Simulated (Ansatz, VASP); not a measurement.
TiAl in VASP and in Ansatz

```xyz
2
Lattice="2.9938 0.0000 0.0000 0.0000 2.9938 0.0000 0.0000 0.0000 2.9938" Properties=species:S:1:pos:R:3 pbc="T T T"
Ti    0.0000    0.0000    0.0000
Al    1.4969    1.4969    1.4969
```

Alike in both runs: task single point; functional LDA; k mesh 16 × 16 × 16; occupations gaussian, width 0.15 eV; no spin polarisation.

```csv
,VASP,Ansatz
version,VASP 6.6.1,Ansatz 0.2.0
potentials or method,"VASP PAW LDA potentials, release 64 (Ti_sv, Al), cutoff 520 eV","scalar-relativistic, plane waves, PAW"
valence electrons in the cell,15,15
```

|  | VASP | Ansatz | Ansatz less VASP |
| --- | --- | --- | --- |
| gap on the k mesh at the Fermi level (eV) | none | none | - |
| pressure (GPa) | 20.9 | 20.7 | -0.19 |

Ansatz warns that its potentials were made for another functional, while VASP's fit it. LDA's correlation is that of Perdew and Zunger in VASP and of Perdew and Wang (1992) in Ansatz. A gap of «none» marks a metal or a gap that the smearing closes.
